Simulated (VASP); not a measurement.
Here is a VASP 6.6.1 calculation.

Contents of INCAR:

```
PREC = Accurate ; ENCUT = 520
EDIFF = 1E-6 ; ISMEAR = -1
SIGMA = 0.1 ; LREAL = F
LASPH = T ; NELM = 80
ALGO = Normal ; ISIF = 2
LWAVE = F ; LCHARG = F
GGA = CA ; NBANDS = 30
```

KPOINTS

```
regular mesh
0
Gamma
  15 11 1
```

The input POSCAR:

```
Ir
1.0
    2.6956178604      0.0000000000      0.0000000000
    0.0000000000      3.8121793371      0.0000000000
    0.0000000000      0.0000000000     21.3912000000
Ir
5
Direct
    0.0000000000      0.0000000000      0.3802365693
    0.5000000000      0.5000000000      0.4337403577
    0.0000000000      0.0000000000      0.4999999993
    0.5000000000      0.5000000000      0.5662596436
    0.0000000000      0.0000000000      0.6197634300
```

Potentials or basis: VASP PAW LDA potentials, release 64 (Ir).

Run with:

```bash
$ cat potpaw_LDA.64/Ir/POTCAR > POTCAR
$ mpirun -np 1 vasp_std > vasp.out
```

What does it give for the largest force?

0.171 eV/Å.

What does it give for the band gap on the k mesh?

Zero (an odd number of electrons rules out a gap without spin polarisation).

Forces on the atoms (eV/Å):
```
Ir   0.000  0.000 -0.171
Ir   0.000  0.000 -0.007
Ir   0.000  0.000  0.000
Ir   0.000  0.000  0.007
Ir   0.000  0.000  0.171
```

Caveat: spin-orbit coupling is left out, which moves the levels of the heavy elements.
